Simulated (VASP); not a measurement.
Write the native input for VASP 6.6.1 that does the following.

| Property | Result |
| --- | --- |
| Task | single point |
| Functional | PBEsol |
| Potentials or basis | VASP PAW PBE potentials, release 64 (C) |
| Cutoff | 520 eV |
| k mesh | 14 × 14 × 14 |
| Occupations | gaussian, width 0.05 eV |
| Spin | no spin polarisation |
| Dipole correction | no |
| Further INCAR settings | ALGO = Normal; EDIFF = 1e-07; NBANDS = 11 |

The structure of C lies in POSCAR:

```
C
1.0
    0.0000000000      2.1270000000      3.3480000000
    1.2280000000      0.0000000000      3.3480000000
    1.2280000000      2.1270000000      0.0000000000
C
2
Direct
    0.0488541497      0.8615401156      0.4839517971
    0.8333300000      0.1666700000      0.8333300000
```

This cell differs from its parent crystal: atom 1 (C) moved by (+0.600, -0.300) A along [1 1 0] and z.

These files were run (other wordings do the same):

INCAR

```
SYSTEM = C
PREC     = Accurate       ! precision mode
ENCUT    = 520            ! plane-wave cutoff, eV
EDIFF    = 1E-7           ! SCF threshold, eV
ISMEAR   = 0              ! smearing method
SIGMA    = 0.05           ! smearing width, eV
LREAL    = .False.        ! projectors in reciprocal space
LASPH    = .True.         ! aspherical terms in the spheres
NELM     = 80             ! most SCF steps
ALGO     = Normal         ! electronic algorithm
ISIF     = 2              ! what is computed and relaxed
LWAVE    = .False.        ! write WAVECAR
LCHARG   = .True.         ! write CHGCAR
GGA      = PS             ! functional
LELF     = .True.         ! ELF
LVHAR    = .True.       
NBANDS   = 11             ! bands
```

KPOINTS

```
Automatic mesh
0
Gamma
  14 14 14
  0 0 0
```

Potentials or basis: VASP PAW PBE potentials, release 64 (C).

Command:

```sh
$ cat potpaw_PBE.64/C/POTCAR > POTCAR
$ mpirun -np 1 vasp_std > vasp.out
```

Results of the run:

| Property | Result |
| --- | --- |
| Pressure | 231.8 GPa |
| Largest force | 87.083 eV/Å |
| Band gap on the k mesh | 0.43 eV (least direct gap 0.98 eV) |

Caveat: the cell differs from its parent crystal (atom 1 (C) moved by (+0.600, -0.300) A along [1 1 0] and z); atoms lie so close that the PAW spheres overlap strongly, which falsifies energies and pressures; the cell stands under pressure; the PAW data sets were made with another functional, which shifts forces and pressure a little.

Wall time 2.7 min on 1 thread of AMD EPYC 9R45 96-Core Processor (Zen 5), with other jobs on the host, peak memory 0.29 GiB.
